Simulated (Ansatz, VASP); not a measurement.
**Two plane-wave programs on Sn2Bi2O**

```
Sn Bi O
1.0
     4.92294   -2.57644   -0.06120
     4.92294    2.57644   -0.06120
    -2.92110    0.00000    6.79344
Sn Bi O
2 2 1
Direct
  0.20268 0.20268 0.56079
  0.77400 0.77400 0.40961
  0.36306 0.36306 0.00248
  0.67710 0.67710 0.96982
  0.99696 0.99696 0.55730
```

Change from the starting cell: the structure that the rattled cell fell into.

Alike in both runs: functional PBE; k mesh 8 × 8 × 6; occupations gaussian, width 0.1 eV; no spin polarisation.

Ansatz relaxed the structure, and its values are those at the end. VASP's run is a single point on that final structure, the one shown.

```csv
,VASP,Ansatz
version,VASP 6.6.1,Ansatz 0.2.0
potentials or method,"VASP PAW PBE potentials, release 64 (Sn_d, Bi_d, O), cutoff 520 eV","scalar-relativistic, plane waves, PAW"
valence electrons in the cell,64,64
```

|  | VASP | Ansatz | Ansatz less VASP |
| --- | --- | --- | --- |
| gap on the k mesh at the Fermi level (eV) | none | none | - |
| pressure (GPa) | 0.0 | 0.0 | 0.00 |
| rms of the force components (eV/Å) | 0.019 | 0.003 | -0.0163 |

A gap of «none» marks a metal or a gap that the smearing closes. The functional is the same, so the differences come from potentials, cutoffs and numerics.

Spin-orbit coupling is off throughout.
